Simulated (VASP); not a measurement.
# GaGe (F-43m) in VASP: a series of runs, part 2 of 2

VASP 6.6.1.

### Step 3. Vibrations by perturbation theory, PBEsol

The input, INCAR:

```
PREC     = Accurate       # precision mode
ENCUT    = 520            # plane-wave cutoff, eV
EDIFF    = 1E-8           # SCF threshold, eV
ISMEAR   = -1             # smearing method
SIGMA    = 0.05           # smearing width, eV
LREAL    = F              # projectors in reciprocal space
LASPH    = T              # aspherical terms in the spheres
NELM     = 80             # most SCF steps
ALGO     = Normal         # electronic algorithm
ISIF     = 2              # what is computed and relaxed
LWAVE    = F              # write WAVECAR
LCHARG   = F              # write CHGCAR
GGA      = PS             # functional
NBANDS   = 20             # bands
IBRION   = 8              # ionic algorithm
NSW      = 1              # ionic steps
```

The input, KPOINTS:

```
regular mesh
0
Gamma
  8 8 8
```

The input, POSCAR:

```
GaGe
1.0
    0.0000000000      2.8978440000      2.8978440000
    2.8978440000      0.0000000000      2.8978440000
    2.8978440000      2.8978440000      0.0000000000
Ge Ga
1 1
Direct
    0.0000000000      0.0000000000      0.0000000000
    0.2500000000      0.2500000000      0.2500000000
```

Potentials or basis: VASP PAW PBE potentials, release 64 (Ge_d, Ga_d).

The run is started by

```console
$ cat potpaw_PBE.64/Ge_d/POTCAR potpaw_PBE.64/Ga_d/POTCAR > POTCAR
$ mpirun -np 1 vasp_std > vasp.out
```

OUTCAR:

```text
PREC = Accurate
   ENCUT = 520
   EDIFF = 1E-8
   ISMEAR = -1
   LREAL = F
   LASPH = T
   NELM = 80
   ISIF = 2
   GGA = PS
   IBRION = 8
   NSW = 1

 ion  position               nearest neighbor table
   1  0.000  0.000  0.000-   2 2.51   2 2.51   2 2.51   2 2.51
   2  0.250  0.250  0.250-   1 2.51   1 2.51   1 2.51   1 2.51

  LATTYP: Found a face centered cubic cell.
 ALAT       =     5.7956880000

  Lattice vectors:

[... 806 lines left out ...]
               1X          1Y          1Z          2X          2Y          2Z
  1X    -4.669953    0.000000    0.000000    4.669953    0.000000    0.000000
  1Y     0.000000   -4.669953    0.000000    0.000000    4.669953    0.000000
  1Z     0.000000    0.000000   -4.669953    0.000000    0.000000    4.669953
  2X     4.764058    0.000000    0.000000   -4.764058    0.000000    0.000000
  2Y     0.000000    4.764058    0.000000    0.000000   -4.764058    0.000000
  2Z     0.000000    0.000000    4.764058    0.000000    0.000000   -4.764058

 Eigenvectors and eigenvalues of the dynamical matrix
 ----------------------------------------------------

   1 f  =    5.693768 THz    35.775001 2PiTHz  189.923665 cm-1    23.547523 meV
             X         Y         Z           dx          dy          dz
      0.000000  0.000000  0.000000    -0.000000   -0.696329    0.000000
      1.448922  1.448922  1.448922     0.000000    0.717722    0.000000
[... 21 lines left out ...]
   6 f/i=    0.028385 THz     0.178351 2PiTHz    0.946838 cm-1     0.117393 meV
             X         Y         Z           dx          dy          dz
      0.000000  0.000000  0.000000    -0.420446    0.581671    0.002988
      1.448922  1.448922  1.448922    -0.407914    0.564333    0.002899

--------------------------------------------------------------------------------------------------------

 ELASTIC MODULI CONTR FROM IONIC RELAXATION (kBar)
 Direction    XX          YY          ZZ          XY          YZ          ZX
 --------------------------------------------------------------------------------
 XX          -0.0000     -0.0000     -0.0000     -0.0000     -0.0000     -0.0000
 YY          -0.0000     -0.0000     -0.0000     -0.0000     -0.0000     -0.0000
 ZZ          -0.0000     -0.0000     -0.0000      0.0000     -0.0000     -0.0000
 XY          -0.0000     -0.0000      0.0000   -411.6163      0.0000     -0.0000
 YZ          -0.0000     -0.0000     -0.0000      0.0000   -411.6163      0.0000
 ZX          -0.0000     -0.0000     -0.0000     -0.0000      0.0000   -411.6163
 --------------------------------------------------------------------------------
```

OSZICAR:

```text
N       E                     dE             d eps       ncg     rms          rms(c)
DAV:   1     0.162047155097E+03    0.16205E+03   -0.13818E+04  1264   0.297E+03
DAV:   2     0.161335965930E+02   -0.14591E+03   -0.14224E+03  1164   0.546E+02
DAV:   3    -0.723984448626E+01   -0.23373E+02   -0.23203E+02  1304   0.138E+02
DAV:   4    -0.796628708424E+01   -0.72644E+00   -0.72593E+00  1376   0.263E+01
[... 44 lines left out ...]
RMM:   9    -0.164800937339E+00   -0.18844E-06   -0.11551E-07  8865   0.922E-04    0.341E-05
RMM:  10    -0.164801340475E+00   -0.40314E-06   -0.36589E-08  8634   0.460E-04    0.455E-06
RMM:  11    -0.164801364382E+00   -0.23907E-07   -0.14709E-08  8887   0.233E-04    0.586E-06
RMM:  12    -0.164801471100E+00   -0.10672E-06   -0.66440E-09  8527   0.128E-04    0.101E-06
RMM:  13    -0.164801476587E+00   -0.54872E-08   -0.31347E-09  8779   0.758E-05    0.170E-06
 Linear response finished
```

stdout:

```text
POSCAR found type information on POSCAR GeGa
 POSCAR found :  2 types and       2 ions
 scaLAPACK will be used
 -----------------------------------------------------------------------------
|                                                                             |
|                                                                             |
|     You enforced a specific xc type in the INCAR file but a different       |
|     I HOPE YOU KNOW WHAT YOU ARE DOING!                                     |
|                                                                             |
 -----------------------------------------------------------------------------

 LDA part: xc-table for (Slater+PW92), standard interpolation
 POSCAR, INCAR and KPOINTS ok, starting setup
 FFT: planning ... GRIDC
 FFT: planning ... GRID_SOFT
 FFT: planning ... GRID
 WAVECAR not read
 entering main loop
 Linear response reoptimize wavefunctions to high precision
 Linear response DOF=           2
 Linear response progress:
 first order change of Fermi-energy   0.14768E-03
 force on displaced ion       1 direction 1 :  -4.670  -0.000  -0.000
 Linear response progress:
 first order change of Fermi-energy   0.32939E-04
 force on displaced ion       2 direction 1 :  -4.764  -0.000  -0.000
 Linear response finished
```

It took 3.2 min on 1 thread of Intel Xeon 6975P-C (Granite Rapids), shared host; peak memory 0.33 GiB.

What came out:

* Highest phonon frequency at Γ: 190 cm⁻¹

Phonon frequencies in cm⁻¹ (negative: imaginary):
```tsv
q point	frequencies
(0.000, 0.000, 0.000)	-1 -1 -1 190 190 190
```

Caveat: the cell stands under pressure or tension, which shifts response properties; the PAW data sets were made with another functional, which shifts forces and pressure a little.

### Step 4. Elastic constants, PBEsol

The input, INCAR:

```
PREC = Accurate
ENCUT = 600
EDIFF = 1E-8
ISMEAR = -1
SIGMA = 0.05
LREAL = False
LASPH = True
NELM = 100
ALGO = Normal
ISIF = 3
LWAVE = False
LCHARG = True
GGA = PS
IBRION = 6
NFREE = 2
POTIM = 0.015
NSW = 1
```

The input, KPOINTS:

```
Automatic mesh
0
Gamma
  8 8 8
```

POSCAR is that of step 3.

Potentials or basis: VASP PAW PBE potentials, release 64 (Ge_d, Ga_d).

The run is started by

```console
$ cat potpaw_PBE.64/Ge_d/POTCAR potpaw_PBE.64/Ga_d/POTCAR > POTCAR
$ mpirun -np 1 vasp_std > vasp.out
```

OUTCAR:

```text
PREC = Accurate
   ENCUT = 600
   EDIFF = 1E-8
   ISMEAR = -1
   LREAL = False
   LASPH = True
   NELM = 100
   ISIF = 3
   GGA = PS
   IBRION = 6
   NFREE = 2
   POTIM = 0.015
   NSW = 1

 ion  position               nearest neighbor table
   1  0.000  0.000  0.000-   2 2.51   2 2.51   2 2.51   2 2.51
   2  0.250  0.250  0.250-   1 2.51   1 2.51   1 2.51   1 2.51
[... 929 lines left out ...]
             X         Y         Z           dx          dy          dz
      0.000000  0.000000  0.000000     0.000000    0.699888    0.000000
      1.448922  1.448922  1.448922     0.000000   -0.714252    0.000000
[... 21 lines left out ...]
   6 f/i=    0.000083 THz     0.000520 2PiTHz    0.002759 cm-1     0.000342 meV
             X         Y         Z           dx          dy          dz
      0.000000  0.000000  0.000000     0.000000    0.000000    0.714252
      1.448922  1.448922  1.448922     0.000000    0.000000    0.699888

--------------------------------------------------------------------------------------------------------

 ELASTIC MODULI CONTR FROM IONIC RELAXATION (kBar)
 Direction    XX          YY          ZZ          XY          YZ          ZX
 --------------------------------------------------------------------------------
 XX          -0.0000     -0.0000     -0.0000      0.0000      0.0000      0.0000
 YY          -0.0000     -0.0000     -0.0000      0.0000      0.0000      0.0000
 ZZ          -0.0000     -0.0000     -0.0000      0.0000      0.0000      0.0000
 XY           0.0000      0.0000      0.0000   -412.5658      0.0000     -0.0000
 YZ           0.0000      0.0000      0.0000      0.0000   -412.5658      0.0000
 ZX           0.0000      0.0000      0.0000     -0.0000      0.0000   -412.5658
 --------------------------------------------------------------------------------

 TOTAL ELASTIC MODULI (kBar)
 Direction    XX          YY          ZZ          XY          YZ          ZX
 --------------------------------------------------------------------------------
 XX         483.9905    462.5360    462.5360      0.0000      0.0000     -0.0000
 YY         462.5360    483.9905    462.5360      0.0000      0.0000      0.0000
 ZZ         462.5360    462.5360    483.9905      0.0000      0.0000      0.0000
 XY           0.0000      0.0000      0.0000     55.0201      0.0000     -0.0000
 YZ           0.0000      0.0000      0.0000      0.0000     55.0201      0.0000
 ZX          -0.0000      0.0000      0.0000     -0.0000      0.0000     55.0201
 --------------------------------------------------------------------------------
```

OSZICAR:

```text
N       E                     dE             d eps       ncg     rms          rms(c)
DAV:   1     0.144736936195E+03    0.14474E+03   -0.16039E+04   986   0.383E+03
DAV:   2     0.898686588404E+01   -0.13575E+03   -0.13458E+03  1018   0.506E+02
DAV:   3    -0.749515868301E+01   -0.16482E+02   -0.16408E+02  1130   0.142E+02
[... 195 lines left out ...]
DAV:   3    -0.789916477400E+01    0.73091E-05   -0.61343E-04  3892   0.247E-01    0.204E-02
DAV:   4    -0.789916051373E+01    0.42603E-05   -0.46064E-05  4513   0.895E-02    0.365E-03
DAV:   5    -0.789916066474E+01   -0.15101E-06   -0.40241E-06  3597   0.235E-02    0.153E-03
DAV:   6    -0.789916069895E+01   -0.34216E-07   -0.21228E-07  5131   0.696E-03    0.545E-04
DAV:   7    -0.789916069598E+01    0.29677E-08   -0.14779E-08  2492   0.178E-03
  17 F= -.78991607E+01 E0= -.78949289E+01  d E =-.846364E-02
```

Run time: 9.7 min. Hardware: 1 thread of Intel Xeon 6975P-C (Granite Rapids), shared host; peak memory 0.4 GiB.

Results:

```
Elastic constants C11, C12, C44 : 48, 46, 6 GPa
Voigt bulk modulus              : 47 GPa
Highest phonon frequency at Γ   : 191 cm⁻¹
```

Phonon frequencies in cm⁻¹ (negative: imaginary):
```
              q point        frequencies
(0.000, 0.000, 0.000)  0 0 0 191 191 191
```

Elastic tensor in Voigt notation (GPa, in the Cartesian axes of the cell as first typed):
```
48 46 46  0  0  0
46 48 46  0  0  0
46 46 48  0  0  0
 0  0  0  6  0  0
 0  0  0  0  6  0
 0  0  0  0  0  6
```

Clamped-ion elastic tensor (GPa):
```
48 46 46  0  0  0
46 48 46  0  0  0
46 46 48  0  0  0
 0  0  0 47  0  0
 0  0  0  0 47  0
 0  0  0  0  0 47
```

Caveat: the cell is under stress, which shifts elastic constants; the PAW data sets were made with another functional, which shifts forces and pressure a little.
